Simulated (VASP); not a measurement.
Input of a VASP 6.6.1 run:

INCAR

```
PREC = Accurate ; ENCUT = 520
EDIFF = 1E-7 ; ISMEAR = 0
SIGMA = 0.05 ; LREAL = False
LASPH = True ; NELM = 60
ALGO = Normal ; ISIF = 2
LWAVE = False ; LCHARG = True
GGA = CA ; LELF = True
LVHAR = True ; NBANDS = 37
```

File KPOINTS:

```
Automatic mesh
0
Gamma
  8 8 4
```

The input POSCAR:

```
BiBrO
1.0
    4.0767000000      0.0000000000      0.0000000000
    0.0000000000      4.0767000000      0.0000000000
    0.0000000000      0.0000000000      7.6239000000
Bi Br O
2 2 2
Direct
    0.0000000000      0.5000000000      0.1575579020
    0.5000000000      0.0000000000      0.8424420980
    0.0000000000      0.5000000000      0.6517216503
    0.5000000000      0.0000000000      0.3482783497
    0.0000000000      0.0000000000      0.0000000000
    0.5000000000      0.5000000000      0.0000000000
```

Potentials or basis: VASP PAW LDA potentials, release 64 (Bi_d, Br, O).

Command:

```sh
$ cat potpaw_LDA.64/Bi_d/POTCAR potpaw_LDA.64/Br/POTCAR potpaw_LDA.64/O/POTCAR > POTCAR
$ mpirun -np 1 vasp_std > vasp.out
```

(1) Estimate the largest force.

(2) Estimate the pressure.

(3) What does it give for the band gap on the k mesh?

Results:

(1) 0.288 eV/Å.

(2) -6.2 GPa.

(3) 1.68 eV (least direct gap 1.82 eV).

Caveat: the cell stands under tension; spin-orbit coupling is left out, which moves the levels of the heavy elements.
